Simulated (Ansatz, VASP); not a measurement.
# TlCl in VASP and in Ansatz

```xyz
2
Lattice="3.7936 0.0000 0.0000 0.0000 3.7936 0.0000 0.0000 0.0000 3.7936" Properties=species:S:1:pos:R:3 pbc="T T T"
Tl    0.0000    0.0000    0.0000
Cl    1.8968    1.8968    1.8968
```

Alike in both runs: task single point; functional PBE; k mesh 4 × 4 × 4; occupations methfessel-paxton of order 1, width 0.5 eV; no spin polarisation.

|  | VASP | Ansatz |
| --- | --- | --- |
| version | VASP 6.6.1 | Ansatz 0.2.0 |
| potentials or method | VASP PAW PBE potentials, release 64 (Tl_d, Cl) | plane waves |
| plane-wave cutoff (eV) | 500 | 420 |
| valence electrons in the cell | 20 | 20 |

```tsv
	VASP	Ansatz	Ansatz less VASP
pressure (GPa)	2.2	2.4	+0.14
```

Ansatz's warnings: smearing energy in gap.

Neither program's run includes spin-orbit coupling.
